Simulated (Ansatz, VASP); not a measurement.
One calculation of Cd3HgTe4, two programs

INCAR

```
SYSTEM = Cd3HgTe4
PREC = Accurate
ENCUT = 520
EDIFF = 1E-7
ISMEAR = 0
SIGMA = 0.1
LREAL = .FALSE.
LASPH = .TRUE.
NELM = 60
ALGO = Normal
ISIF = 2
LWAVE = .FALSE.
LCHARG = .FALSE.
GGA = PE
NBANDS = 46
```

KPOINTS

```
Automatic mesh
0
G
  4 4 4
  0 0 0
```

POSCAR

```
Cd3HgTe4
1.0
    6.1910842600      0.0000000000      0.0000000000
    0.0000000000      6.1910842600      0.0000000000
    0.0000000000      0.0000000000      6.1910842600
Cd Hg Te
3 1 4
Direct
    0.0000000000      0.0000000000      0.5000000000
    0.0000000000      0.5000000000      0.0000000000
    0.5000000000      0.0000000000      0.0000000000
    0.5000000000      0.5000000000      0.5000000000
    0.2500000000      0.2500000000      0.2500000000
    0.2500000000      0.7500000000      0.7500000000
    0.7500000000      0.2500000000      0.7500000000
    0.7500000000      0.7500000000      0.2500000000
```

Input for Ansatz:

```yaml
crystal:
  lattice:
    - [6.19108426, 0.0, 0.0]
    - [0.0, 6.19108426, 0.0]
    - [0.0, 0.0, 6.19108426]
  atoms:
    - { symbol: Cd, position: [0.0, 0.0, 0.5] }
    - { symbol: Cd, position: [0.0, 0.5, 0.0] }
    - { symbol: Cd, position: [0.5, 0.0, 0.0] }
    - { symbol: Hg, position: [0.5, 0.5, 0.5] }
    - { symbol: Te, position: [0.25, 0.25, 0.25] }
    - { symbol: Te, position: [0.25, 0.75, 0.75] }
    - { symbol: Te, position: [0.75, 0.25, 0.75] }
    - { symbol: Te, position: [0.75, 0.75, 0.25] }
basis:
  ecutwfc: 420
kpoints:
  mp_grid: { grid: [4, 4, 4] }
hamiltonian:
  xc: pbe
scf:
  occupations: { method: gaussian, width: 0.1 }
  lower_state_search: "off"
output:
  forces: true
  stress: true
  eigenvalues: true
```

Alike in both runs: task single point; functional PBE; k mesh 4 × 4 × 4; occupations gaussian, width 0.1 eV; no spin polarisation.

|  | VASP | Ansatz |
| --- | --- | --- |
| version | VASP 6.6.1 | Ansatz 0.2.0 |
| potentials or method | VASP PAW PBE potentials, release 64 (Cd, Hg, Te), cutoff 520 eV | scalar-relativistic, plane waves, PAW |
| valence electrons in the cell | 72 | 144 |

```tsv
	VASP	Ansatz	Ansatz less VASP
gap on the k mesh at the Fermi level (eV)	0.75	0.74	-0.003
least direct gap on the mesh (eV)	0.75	0.74	-0.003
pressure (GPa)	11.9	11.7	-0.22
```

The functional is the same, so the differences come from potentials, cutoffs and numerics. VASP's potentials hold 72 valence electrons a cell and Ansatz's 144, so a difference there can come from the potentials and not from the codes.

Neither program's run includes spin-orbit coupling.
